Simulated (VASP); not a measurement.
# WC (Fm-3m) in VASP: further runs

Aim: see how the results for WC move with the level of theory and the settings. Levels: r2SCAN, PBEsol+D3(BJ). Tasks: single point, relaxation of cell and atoms.

Program: VASP 6.6.1. These are calculated values, not measurements. Logs are shortened: lines on timing, memory, paths and dates and some standing lists are left out, and cuts for length are marked.

### Step 1. The cell of the first run

Symmetry: Fm-3m, No. 225, cubic system. The conventional cell has a = 4.365 Å, b = 4.365 Å, c = 4.365 Å, α = 90.00°, β = 90.00°, γ = 90.00°. Within 2.9 Å of W (site symmetry m-3m) lie 6 C at 2.18 Å. C (site symmetry m-3m) has 6 W at 2.18 Å within 2.9 Å.

### Step 2. Single point, r2SCAN

POSCAR reads:

```
WC
1.0
    0.0000000000      2.1824748851      2.1824748851
    2.1824748851      0.0000000000      2.1824748851
    2.1824748851      2.1824748851      0.0000000000
W C
1 1
Direct
    0.0000000000      0.0000000000      0.0000000000
    0.5000000000      0.5000000000      0.5000000000
```

INCAR.step1 reads:

```
PREC = Accurate
ENCUT = 520
ISMEAR = 1
SIGMA = 0.05
LREAL = F
LASPH = T
NELM = 60
NBANDS = 16
GGA = PE
ALGO = Normal
EDIFF = 1E-4
LWAVE = T
LCHARG = F
```

INCAR.step2 reads:

```
PREC = Accurate
ENCUT = 520
EDIFF = 1E-6
ISMEAR = 1
SIGMA = 0.05
LREAL = F
LASPH = T
NELM = 60
ALGO = Normal
ISIF = 2
LWAVE = F
LCHARG = F
METAGGA = R2SCAN
LMIXTAU = T
NBANDS = 16
ISTART = 1
```

KPOINTS reads:

```
Automatic mesh
0
Gamma
  11 11 11
```

Potentials or basis: VASP PAW PBE potentials, release 64 (W_sv, C).

Launch:

```
$ cat potpaw_PBE.64/W_sv/POTCAR potpaw_PBE.64/C/POTCAR > POTCAR
$ cp INCAR.step1 INCAR
$ mpirun -np 1 vasp_std > vasp.out
$ cp INCAR.step2 INCAR
$ mpirun -np 1 vasp_std > vasp.out
```

OUTCAR:

```text
PREC = Accurate
   ENCUT = 520
   EDIFF = 1E-6
   ISMEAR = 1
   LREAL = F
   LASPH = T
   NELM = 60
   ISIF = 2
   METAGGA = R2SCAN
   ISTART = 1

 ion  position               nearest neighbor table
   1  0.000  0.000  0.000-   2 2.18   2 2.18   2 2.18   2 2.18   2 2.18   2 2.18
   2  0.500  0.500  0.500-   1 2.18   1 2.18   1 2.18   1 2.18   1 2.18   1 2.18

  LATTYP: Found a face centered cubic cell.
 ALAT       =     4.3649497702

  Lattice vectors:

 A1 = (   0.0000000000,   2.1824748851,   2.1824748851)
 A2 = (   2.1824748851,   0.0000000000,   2.1824748851)
 A3 = (   2.1824748851,   2.1824748851,   0.0000000000)

Analysis of symmetry for initial positions (statically):
=====================================================================
 Subroutine PRICEL returns:
 Original cell was already a primitive cell.

 Routine SETGRP: Setting up the symmetry group for a
 face centered cubic supercell.

 Subroutine GETGRP returns: Found 48 space group operations
 (whereof 48 operations were pure point group operations)
 out of a pool of 48 trial point group operations.

The static configuration has the point symmetry O_h .

Analysis of symmetry for dynamics (positions and initial velocities):
=====================================================================
 Subroutine PRICEL returns:
 Original cell was already a primitive cell.

 Routine SETGRP: Setting up the symmetry group for a
 face centered cubic supercell.

 Subroutine GETGRP returns: Found 48 space group operations
 (whereof 48 operations were pure point group operations)
 out of a pool of 48 trial point group operations.

The dynamic configuration has the point symmetry O_h .

 Subroutine INISYM returns: Found 48 space group operations
 (whereof 48 operations are pure point group operations),
 and found     1 'primitive' translations

----------------------------------------------------------------------------------------

                                     Primitive cell

  volume of cell :      20.7911

  direct lattice vectors                    reciprocal lattice vectors
     0.000000000  2.182474885  2.182474885    -0.229097711  0.229097711  0.229097711
     2.182474885  0.000000000  2.182474885     0.229097711 -0.229097711  0.229097711
     2.182474885  2.182474885  0.000000000     0.229097711  0.229097711 -0.229097711

  length of vectors
     3.086485582  3.086485582  3.086485582     0.396808875  0.396808875  0.396808875

  position of ions in fractional coordinates (direct lattice)
     0.000000000  0.000000000  0.000000000
     0.500000000  0.500000000  0.500000000

  ion indices of the primitive-cell ions
   primitive index   ion index
                 1           1
                 2           2

----------------------------------------------------------------------------------------

 KPOINTS: Automatic mesh

Automatic generation of k-mesh.
 Grid dimensions read from file:
 generate k-points for:   11   11   11

 Generating k-lattice:

  Cartesian coordinates                     Fractional coordinates (reciprocal lattice)
    -0.020827065  0.020827065  0.020827065     0.090909091  0.000000000  0.000000000
     0.020827065 -0.020827065  0.020827065     0.000000000  0.090909091  0.000000000
     0.020827065  0.020827065 -0.020827065     0.000000000  0.000000000  0.090909091

  Length of vectors
     0.036073534  0.036073534  0.036073534

  Shift w.r.t. Gamma in fractional coordinates (k-lattice)
     0.000000000  0.000000000  0.000000000

 Subroutine IBZKPT returns following result:
 ===========================================

 Found     56 irreducible k-points:

 Following reciprocal coordinates:
            Coordinates               Weight
  0.000000  0.000000  0.000000      1.000000
  0.090909  0.000000  0.000000      8.000000
  0.181818  0.000000  0.000000      8.000000
  0.272727  0.000000  0.000000      8.000000
  0.363636  0.000000  0.000000      8.000000
  0.454545  0.000000  0.000000      8.000000
[... 16 lines left out ...]
 -0.272727  0.181818  0.000000     24.000000
 -0.181818  0.181818  0.000000     12.000000
 [... further k-points ...]
   k-points           NKPTS =     56   k-points in BZ     NKDIM =     56   number of bands    NBANDS=     16
   number of dos      NEDOS =    301   number of ions     NIONS =      2
   total plane-waves  NPLWV =  13824
   dimension x,y,z NGX =    24 NGY =   24 NGZ =   24
   dimension x,y,z NGXF=    48 NGYF=   48 NGZF=   48
   ions per type =               1   1
   NGX,Y,Z   is equivalent  to a cutoff of  12.93, 12.93, 12.93 a.u.
   NGXF,Y,Z  is equivalent  to a cutoff of  25.85, 25.85, 25.85 a.u.
 SYSTEM =  unknown system
   PREC   = accura    normal or accurate (medium, high low for compatibility)
   ISTART =      1    job   : 0-new  1-cont  2-samecut
   ICHARG =      0    charge: 1-file 2-atom 10-const
   ISPIN  =      1    spin polarized calculation?
   LNONCOLLINEAR =      F non collinear calculations
   LSORBIT =      F    spin-orbit coupling
   LASPH  =      T    aspherical Exc in radial PAW
   ENCUT  =  520.0 eV  38.22 Ry    6.18 a.u.   5.74  5.74  5.74*2*pi/ulx,y,z
   NELM   =     60;   NELMIN=  2; NELMDL=  0     # of ELM steps
   EDIFF  = 0.1E-05   stopping-criterion for ELM
   LREAL  =      F    real-space projection
   EDIFFG = 0.1E-04   stopping-criterion for IOM
   NSW    =      0    number of steps for IOM
   IBRION =     -1    ionic relax: 0-MD 1-quasi-New 2-CG
   NFREE  =      0    steps in history (QN), initial steepest desc. (CG)
   ISIF   =      2    stress and relaxation
   ISYM   =      2    0-nonsym 1-usesym 2-fastsym
   POTIM  = 0.5000    time-step for ionic-motion
   TEBEG  =    0.0;   TEEND  =   0.0 temperature during run
   PSTRESS=    0.0 pullay stress
   NELECT =      18.0000    total number of electrons
   NUPDOWN=      -1.0000    fix difference up-down
   EMIN   =  10.00;   EMAX   =-10.00  energy-range for DOS
   EFERMI =   0.00;   METHOD = LEGACY
   ISMEAR =     1;   SIGMA  =   0.05  broadening in eV -4-tet -1-fermi 0-gaus
   EFERMI_NEDOS =   21; number of points for ismear=-14 and -15
   IALGO  =     38    algorithm
   IMIX   =      4    mixing-type and parameters
     AMIX     =   0.40;   BMIX     =  1.00
     AMIX_MAG =   1.60;   BMIX_MAG =  1.00
  volume/ion in A,a.u.               =      10.40        70.15
  Fermi-wavevector in a.u.,A,eV,Ry     =   1.560294  2.948528 33.123616  2.434517
  Thomas-Fermi vector in A             =   2.663527
   LORBIT       =      0    0 simple, 1 ext, 2 COOP (PROOUT), +10 PAW based schemes
   METAGGA = R2SCAN    functional components
   LHFCALC =     F    Hartree Fock is set to
   AEXX    =    0.0000 exact exchange contribution
   IVDW    =     0    specifies the selected vdW correction
   LEPSILON=     F    determine dielectric tensor
   LRPA    =     F    only Hartree local field effects (RPA)
 non-spin polarized calculation
 Methfessel and Paxton  Order N= 1 SIGMA  =   0.05
  energy-cutoff  :      520.00
  volume of cell :       20.79
 maximum number of plane-waves:       568
   NGX = 11   NGY = 11   NGZ = 11

 number of electron      18.0000000 magnetization

 Free energy of the ion-electron system (eV)
  ---------------------------------------------------
  ext. energy  EPLUGINS =         0.00000000
  ---------------------------------------------------
  free energy    TOTEN  =       -60.61108390 eV

  energy without entropy =      -60.61107382  energy(sigma->0) =      -60.61108054

 E-fermi :  12.6280     XC(G=0): -14.9407

 val. band max:       12.6159212750   @ k =  -0.2727   0.4545   0.1818
 cond. band min:      12.6731980131   @ k =   0.4545   0.0909   0.0000
 fundamental gap:      0.0572767381
 Fermi energy:        12.6279571127

 k-point     1 :       0.0000    0.0000    0.0000
  band No.  band energies     occupation
      1     -64.8346      2.00000
      2     -28.1674      2.00000
      3     -28.1674      2.00000
      4     -28.1674      2.00000
      5      -4.2119      2.00000
      6       9.7260      2.00000
[... 8 lines left out ...]
     15      23.1946      0.00000
     16      36.7084      0.00000

 k-point     2 :       0.0909    0.0000    0.0000
  band No.  band energies     occupation
      1     -64.8311      2.00000
      2     -28.2220      2.00000
      3     -28.1731      2.00000
      4     -28.1731      2.00000
      5      -3.9689      2.00000
      6       8.8805      2.00000
[... 8 lines left out ...]
     15      23.7431      0.00000
     16      34.5719      0.00000

 k-point     3 :       0.1818    0.0000    0.0000
  band No.  band energies     occupation
      1     -64.8216      2.00000
      2     -28.3662      2.00000
      3     -28.1882      2.00000
      4     -28.1882      2.00000
      5      -3.2756      2.00000
      6       7.3010      2.00000
[... 8 lines left out ...]
     15      25.0195      0.00000
     16      31.7921      0.00000

 k-point     4 :       0.2727    0.0000    0.0000
  band No.  band energies     occupation
      1     -64.8092      2.00000
      2     -28.5504      2.00000
      3     -28.2080      2.00000
      4     -28.2080      2.00000
      5      -2.2297      2.00000
      6       5.6031      2.00000
[... 8 lines left out ...]
     15      25.8976      0.00000
     16      29.7754      0.00000

 k-point     5 :       0.3636    0.0000    0.0000
  band No.  band energies     occupation
      1     -64.7978      2.00000
      2     -28.7150      2.00000
      3     -28.2260      2.00000
      4     -28.2260      2.00000
      5      -0.9718      2.00000
      6       3.9771      2.00000
[... 8 lines left out ...]
     15      26.8102      0.00000
     16      27.0793      0.00000

 k-point     6 :       0.4545    0.0000    0.0000
  band No.  band energies     occupation
      1     -64.7910      2.00000
      2     -28.8110      2.00000
      3     -28.2367      2.00000
      4     -28.2367      2.00000
      5       0.2518      2.00000
      6       2.6012      2.00000
[... 8 lines left out ...]
     15      25.2904      0.00000
     16      25.2904      0.00000

 k-point     7 :       0.0909    0.0909    0.0000
  band No.  band energies     occupation
      1     -64.8299      2.00000
      2     -28.2180      2.00000
      3     -28.1860      2.00000
      4     -28.1860      2.00000
      5      -3.8938      2.00000
      6       8.5690      2.00000
[... 8 lines left out ...]
     15      23.9308      0.00000
     16      34.4001      0.00000

 k-point     8 :       0.1818    0.0909    0.0000
  band No.  band energies     occupation
      1     -64.8224      2.00000
      2     -28.3252      2.00000
      3     -28.2072      2.00000
      4     -28.1956      2.00000
      5      -3.3697      2.00000
      6       7.1388      2.00000
[... 8 lines left out ...]
     15      25.0107      0.00000
     16      31.7460      0.00000

 k-point     9 :       0.2727    0.0909    0.0000
  band No.  band energies     occupation
      1     -64.8110      2.00000
      2     -28.4921      2.00000
      3     -28.2300      2.00000
      4     -28.2128      2.00000
      5      -2.4780      2.00000
      6       5.7511      2.00000
[... 8 lines left out ...]
     15      25.9773      0.00000
     16      29.5567      0.00000
[... 172 lines left out ...]
 k-point    19 :       0.3636    0.1818    0.0000
  band No.  band energies     occupation
      1     -64.7970      2.00000
      2     -28.6055      2.00000
      3     -28.2913      2.00000
      4     -28.2846      2.00000
      5      -1.6317      2.00000
      6       4.6178      2.00000
[... 8 lines left out ...]
     15      25.5317      0.00000
     16      28.1899      0.00000

 k-point    20 :       0.4545    0.1818    0.0000
  band No.  band energies     occupation
      1     -64.7883      2.00000
      2     -28.7118      2.00000
      3     -28.3315      2.00000
      4     -28.2896      2.00000
      5      -0.7939      2.00000
      6       3.9116      2.00000
[... 8 lines left out ...]
     15      24.7515      0.00000
     16      27.3090      0.00000

 k-point    21 :      -0.4545    0.1818    0.0000
  band No.  band energies     occupation
      1     -64.7845      2.00000
      2     -28.7543      2.00000
      3     -28.3671      2.00000
      4     -28.2781      2.00000
      5      -0.2053      2.00000
      6       3.3361      2.00000
[... 8 lines left out ...]
     15      25.3433      0.00000
     16      27.0862      0.00000

 k-point    22 :      -0.3636    0.1818    0.0000
  band No.  band energies     occupation
      1     -64.7868      2.00000
      2     -28.7241      2.00000
      3     -28.3833      2.00000
      4     -28.2536      2.00000
      5      -0.2924      2.00000
      6       3.3766      2.00000
[... 8 lines left out ...]
     15      25.7494      0.00000
     16      26.8124      0.00000

 k-point    23 :      -0.2727    0.1818    0.0000
  band No.  band energies     occupation
      1     -64.7944      2.00000
      2     -28.6369      2.00000
      3     -28.3680      2.00000
      4     -28.2238      2.00000
      5      -1.0485      2.00000
      6       4.1540      2.00000
[... 8 lines left out ...]
     15      26.0121      0.00000
     16      26.8533      0.00000

 k-point    24 :      -0.1818    0.1818    0.0000
  band No.  band energies     occupation
      1     -64.8050      2.00000
      2     -28.5295      2.00000
      3     -28.3148      2.00000
      4     -28.1982      2.00000
      5      -1.9891      2.00000
      6       5.2921      2.00000
[... 8 lines left out ...]
     15      26.2006      0.00000
     16      27.2422      0.00000

 [... further k-points ...]
[... 5 lines left out ...]
  --------------------------------------------------------------------------------------
  -------------------------------------------------------------------------------------
  Total        0.2184276      0.2184276      0.2184276     -0.0000000      0.0000000      0.0000000
  in kB       16.8321765     16.8321765     16.8321765     -0.0000000      0.0000000      0.0000000
  external PRESSURE =      16.8321765 kB  Pullay stress =       0.0000000 kB

 VOLUME and BASIS-vectors are now :
 -----------------------------------------------------------------------------
  energy-cutoff  :      520.00
  volume of cell :       20.79
      direct lattice vectors                 reciprocal lattice vectors
     0.000000000  2.182474885  2.182474885    -0.229097711  0.229097711  0.229097711
     2.182474885  0.000000000  2.182474885     0.229097711 -0.229097711  0.229097711
     2.182474885  2.182474885  0.000000000     0.229097711  0.229097711 -0.229097711

 POSITION                                       TOTAL-FORCE (eV/Angst)
 -----------------------------------------------------------------------------------
      0.00000      0.00000      0.00000         0.000000      0.000000     -0.000000
      2.18247      2.18247      2.18247         0.000000      0.000000      0.000000
 -----------------------------------------------------------------------------------
    total drift:                                0.000000     -0.000000     -0.000000

  FREE ENERGIE OF THE ION-ELECTRON SYSTEM (eV)
  ---------------------------------------------------
  free  energy   TOTEN  =       -60.6110839028 eV

  energy  without entropy=      -60.6110738248  energy(sigma->0) =      -60.61108054
```

It took 82 s on 1 thread of AMD EPYC 7R43 (Zen 3), shared host; peak memory 0.12 GiB.

What came out:

* Free energy: -60.6111 eV
* Pressure: 1.7 GPa
* Band gap on the k mesh: zero (band 9 reaches 13.63 eV, above the bottom of band 10 at 10.35 eV)

Levels at points of the mesh, in eV from the Fermi level:
```
           k point  band 6  band 7  band 8  band 9  band 10  band 11  band 12  band 13
(0.00, 0.00, 0.00)   -2.90   -2.90   -2.90   -1.19    -1.19    -1.19    -1.05    -1.05
```

Caveat: the PAW data sets were made with another functional, which shifts forces and pressure a little; spin-orbit coupling is left out, which moves the levels of the heavy elements.

(Part 1 of 2 ends here.)
